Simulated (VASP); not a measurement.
A run of VASP 6.6.1 is set up as follows.

Contents of INCAR:

```
PREC = Accurate
ENCUT = 520
EDIFF = 1E-7
ISMEAR = 0
SIGMA = 0.15
LREAL = F
LASPH = T
NELM = 60
ALGO = Normal
ISIF = 2
LWAVE = F
LCHARG = F
NBANDS = 10
```

The input KPOINTS:

```
Automatic mesh
0
Gamma
  18 18 10
```

File POSCAR:

```
Al
1.0
    2.8235000000      0.0000000000      0.0000000000
   -1.4117500000      2.4452227276      0.0000000000
    0.0000000000      0.0000000000      4.8034000000
Al
2
Direct
    0.6666666667      0.3333333333      0.7500000000
    0.3333333333      0.6666666667      0.2500000000
```

Potentials or basis: VASP PAW LDA potentials, release 64 (Al).

Command:

```sh
$ cat potpaw_LDA.64/Al/POTCAR > POTCAR
$ mpirun -np 1 vasp_std > vasp.out
```

Estimate the band gap on the k mesh.

zero (bands 3 and 4 overlap by 6.91 eV).

What does it give for the pressure?

-2.8 GPa.

Stress tensor (GPa, compression positive):
```
-2.62  0.00  0.00
 0.00 -2.62  0.00
 0.00  0.00 -3.04
```
